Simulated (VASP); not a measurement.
Input of a VASP 6.6.1 run:

Contents of INCAR:

```
SYSTEM = TaGe3
PREC     = Accurate       ! precision mode
ENCUT    = 520            ! plane-wave cutoff, eV
EDIFF    = 1E-7           ! SCF threshold, eV
ISMEAR   = 0              ! smearing method
SIGMA    = 0.1            ! smearing width, eV
LREAL    = .FALSE.        ! projectors in reciprocal space
LASPH    = .TRUE.         ! aspherical terms in the spheres
NELM     = 80             ! most SCF steps
ALGO     = Normal         ! electronic algorithm
ISIF     = 2              ! what is computed and relaxed
LWAVE    = .FALSE.        ! write WAVECAR
LCHARG   = .TRUE.         ! write CHGCAR
GGA      = PE             ! functional
LELF     = .TRUE.         ! ELF
LVHAR    = .TRUE.       
NBANDS   = 34             ! bands
```

KPOINTS

```
Automatic mesh
0
G
  4 4 4
  0 0 0
```

Contents of POSCAR:

```
TaGe3
1.0
    4.1112808255      0.0000000000      0.0000000000
    0.0000000000      4.1112808255      0.0000000000
    0.0000000000      0.0000000000      4.1112808255
Ta Ge
1 3
Direct
    0.0000000000      0.0000000000      0.0000000000
    0.5000000000      0.5000000000      0.0000000000
    0.0000000000      0.5000000000      0.5000000000
    0.5000000000      0.0000000000      0.5000000000
```

Potentials or basis: VASP PAW PBE potentials, release 64 (Ta_pv, Ge_d).

Launch:

```console
$ cat potpaw_PBE.64/Ta_pv/POTCAR potpaw_PBE.64/Ge_d/POTCAR > POTCAR
$ mpirun -np 1 vasp_std > vasp.out
```

Q: Predict the pressure.

A: 0.2 GPa.

Caveat: the k points lie up to 0.38 Å⁻¹ apart.
